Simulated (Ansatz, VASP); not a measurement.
One calculation of Hf, two programs

Contents of INCAR:

```
SYSTEM = Hf
  PREC = Accurate
  ENCUT = 600
  EDIFF = 1E-6
  ISMEAR = -1
  SIGMA = 0.05
  LREAL = .False.
  LASPH = .True.
  NELM = 80
  ALGO = Normal
  ISIF = 3
  LWAVE = .False.
  LCHARG = .False.
  GGA = PE
  IBRION = 2
  NSW = 60
  EDIFFG = -0.005
```

The input KPOINTS:

```
regular mesh
0
Gamma
  10 10 5
  0 0 0
```

File POSCAR:

```
Hf
1.0
    3.1967000000      0.0000000000      0.0000000000
   -1.5983500000      2.7684234083      0.0000000000
    0.0000000000      0.0000000000      5.0578000000
Hf
2
Direct
    0.6666666667      0.3333333333      0.7500000000
    0.3333333333      0.6666666667      0.2500000000
```

input.yaml

```yaml
crystal:
  lattice:
    - [3.1967, 0.0, 0.0]
    - [-1.59835, 2.7684234083, 0.0]
    - [0.0, 0.0, 5.0578]
  atoms:
    - { symbol: Hf, position: [0.6666666667, 0.3333333333, 0.75] }
    - { symbol: Hf, position: [0.3333333333, 0.6666666667, 0.25] }
hamiltonian:
  xc: pbe
  pseudopotentials: { kind: paw }
kpoints:
  mp_grid: { grid: [10, 10, 5] }
scf:
  occupations: { method: fermi_dirac, width: 0.05 }
output:
  forces: true
  stress: true
  write_density: true
  write_potential: true
  elf: true
  volumetric_format: npy
relax:
  f_tol: 0.01
  max_steps: 40
  cell: { stress_tol: 0.05 }
```

Alike in both runs: task relaxation of cell and atoms; functional PBE; k mesh 10 × 10 × 5; occupations fermi-dirac, width 0.05 eV; no spin polarisation.

```csv
,VASP,Ansatz
version,VASP 6.6.1,Ansatz 0.2.0
potentials or method,"VASP PAW PBE potentials, release 64 (Hf_sv_GW)",Ansatz PAW
plane-wave cutoff (eV),600,420
valence electrons in the cell,24,52
```

Ansatz gave:

* gap on the k mesh at the Fermi level, each at its own relaxed structure (eV): none
* relaxed volume (Å³/atom): 22.51
* relaxed cell length with the largest relative difference (Å): 5.059

**Question.** Which values does VASP return?

**Answer.** gap on the k mesh at the Fermi level, each at its own relaxed structure (eV): none; relaxed volume (Å³/atom): 22.45; relaxed cell length with the largest relative difference (Å): 5.052.

A gap of «none» marks a metal or a gap that the smearing closes. VASP's potentials hold 24 valence electrons a cell and Ansatz's 52, so a difference there can come from the potentials and not from the codes.

Spin-orbit coupling is off throughout. Noted on Ansatz's run: the plane-wave basis is chosen anew once the cell has moved, so the energies of steps on either side of that aren't comparable.
